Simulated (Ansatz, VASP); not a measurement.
Cu in VASP and in Ansatz

```
CELL_PARAMETERS angstrom
0.00000 1.78813 1.78813
1.78813 0.00000 1.78813
1.78813 1.78813 0.00000
ATOMIC_POSITIONS crystal
Cu 0.00000 0.00000 0.00000
```

Alike in both runs: task single point; functional r2SCAN; k mesh 15 × 15 × 15; occupations fermi-dirac, width 0.1 eV; no spin polarisation.

|  | VASP | Ansatz |
| --- | --- | --- |
| version | VASP 6.6.1 | Ansatz 0.2.0 |
| potentials or method | VASP PAW PBE potentials, release 64 (Cu), cutoff 520 eV | plane waves (600 eV) with PAW, scalar-relativistic |
| valence electrons in the cell | 11 | 19 |

```csv
,VASP,Ansatz,Ansatz less VASP
pressure (GPa),0.5,0.0,-0.47
```

VASP's potentials were made for PBE, not for r2SCAN. With one functional, cell and mesh, what is left measures potentials, basis and numerics. VASP's potentials hold 11 valence electrons a cell and Ansatz's 19, so a difference there can come from the potentials and not from the codes.
